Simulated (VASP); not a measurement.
A run of VASP 6.6.1:

Contents of INCAR:

```
  PREC = Accurate
  ENCUT = 600
  EDIFF = 1E-6
  ISMEAR = 0
  SIGMA = 0.1
  LREAL = False
  LASPH = True
  NELM = 100
  ALGO = Normal
  ISIF = 3
  LWAVE = False
  LCHARG = False
  GGA = PE
  IBRION = 2
  NSW = 90
  EDIFFG = -0.04
```

Contents of KPOINTS:

```
Automatic mesh
0
Gamma
  6 6 2
```

Contents of POSCAR:

```
SiAg2As2
1.0
    3.8401876900      0.0000000000      0.0000000000
   -1.9200938400      3.3257000900      0.0000000000
    0.0000000000      0.0000000000      8.4462844700
Si Ag As
1 2 2
Direct
    0.0000000000      0.0000000000      0.0000000000
    0.0000000000      0.0000000000      0.2983583000
    0.0000000000      0.0000000000      0.7016417000
    0.3333333300      0.6666666700      0.0000000000
    0.6666666700      0.3333333300      0.0000000000
```

Potentials or basis: VASP PAW PBE potentials, release 64 (Si, Ag, As).

Command:

```bash
$ cat potpaw_PBE.64/Si/POTCAR potpaw_PBE.64/Ag/POTCAR potpaw_PBE.64/As/POTCAR > POTCAR
$ mpirun -np 1 vasp_std > vasp.out
```

Hardware: 1 thread of Intel Xeon 6975P-C, with other jobs on the host.

How long does it take, and how much memory?

It took 6.8 min on 1 thread of Intel Xeon 6975P-C, with other jobs on the host, peak memory 0.29 GiB. Counts: scf iterations 129, k points 14, ion steps 14.
